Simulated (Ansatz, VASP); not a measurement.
## One calculation of SrTiO3, two programs

```xyz
5
Lattice="3.8117 0.0000 0.0000 0.0000 3.8117 0.0000 0.0000 0.0000 3.8117" Properties=species:S:1:pos:R:3 pbc="T T T"
Sr    1.9058    1.9058    1.9058
Ti    0.0000    0.0000    0.0000
O     1.9058    0.0000    0.0000
O     0.0000    1.9058    0.0000
O     0.0000    0.0000    1.9058
```

Alike in both runs: task single point; functional PBEsol; k mesh 8 × 8 × 8; occupations gaussian, width 0.02 eV; no spin polarisation.

|  | VASP | Ansatz |
| --- | --- | --- |
| version | VASP 6.6.1 | Ansatz 0.2.0 |
| potentials or method | VASP PAW PBE potentials, release 64 (Sr_sv, Ti_sv, O), cutoff 600 eV | scalar-relativistic, plane waves, PAW |
| valence electrons in the cell | 40 | 40 |

Ansatz gave:

```
gap on the k mesh at the Fermi level (eV) : 1.96
least direct gap on the mesh (eV)         : 2.25
pressure (GPa)                            : 13.2
```

Q: What did VASP give for the same quantities?

A: gap on the k mesh at the Fermi level (eV): 1.92; least direct gap on the mesh (eV): 2.23; pressure (GPa): 13.8.

VASP's potentials were made for PBE, not for PBEsol.
